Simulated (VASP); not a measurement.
Write the native input for VASP 6.6.1 that does the following.

* Task: relaxation of cell and atoms
* Functional: PBEsol
* Potentials or basis: VASP PAW PBE potentials, release 64 (Na_pv, H)
* Cutoff: 600 eV
* k mesh: 12 × 12 × 4
* Occupations: fermi-dirac, width 0.02 eV
* Spin: no spin polarisation
* Dipole correction: no
* Further INCAR settings: ALGO = Normal; EDIFF = 1e-06; IBRION = 2; EDIFFG = -0.005; NSW = 80; ISIF = 3

The structure of NaH lies in POSCAR:

```
NaH
1.0
    3.3449972017      0.0000000000      0.0000000000
   -1.6724986009      2.8968525523      0.0000000000
    0.0000000000      0.0000000000      5.8851742200
Na H
2 2
Direct
    0.0000000000      0.0000000000      0.0000000000
    0.0000000000      0.0000000000      0.5000000000
    0.3333333333      0.6666666667      0.2500000000
    0.6666666667      0.3333333333      0.7500000000
```

The input as run:

INCAR

```
PREC = Accurate
ENCUT = 600
EDIFF = 1E-6
ISMEAR = -1
SIGMA = 0.02
LREAL = False
LASPH = True
NELM = 80
ALGO = Normal
ISIF = 3
LWAVE = False
LCHARG = False
GGA = PS
IBRION = 2
NSW = 80
EDIFFG = -0.005
```

KPOINTS

```
regular mesh
0
Gamma
  12 12 4
```

Potentials or basis: VASP PAW PBE potentials, release 64 (Na_pv, H).

Run with:

```bash
$ cat potpaw_PBE.64/Na_pv/POTCAR potpaw_PBE.64/H/POTCAR > POTCAR
$ mpirun -np 1 vasp_std > vasp.out
```

It gave:

```
Relaxed volume                        : 13.94 Å³/atom
Relaxed cell                          : a = 3.318 Å, b = 3.318 Å, c = 5.847 Å, α = 90.00°, β = 90.00°, γ = 120.00°
Space group after relaxing (to 0.1 Å) : P6_3/mmc (No. 194)
Energy gained by relaxing             : 0.6 meV/atom
Ionic steps                           : 6
Pressure after relaxing               : 0.0 GPa
Band gap on the k mesh                : 3.19 eV (least direct gap 4.32 eV)
```

Caveat: the PAW data sets were made with another functional, which shifts forces and pressure a little.

Wall time 3.5 min on 1 thread of Intel Xeon 8259CL, with other jobs on the host, peak memory 0.21 GiB.
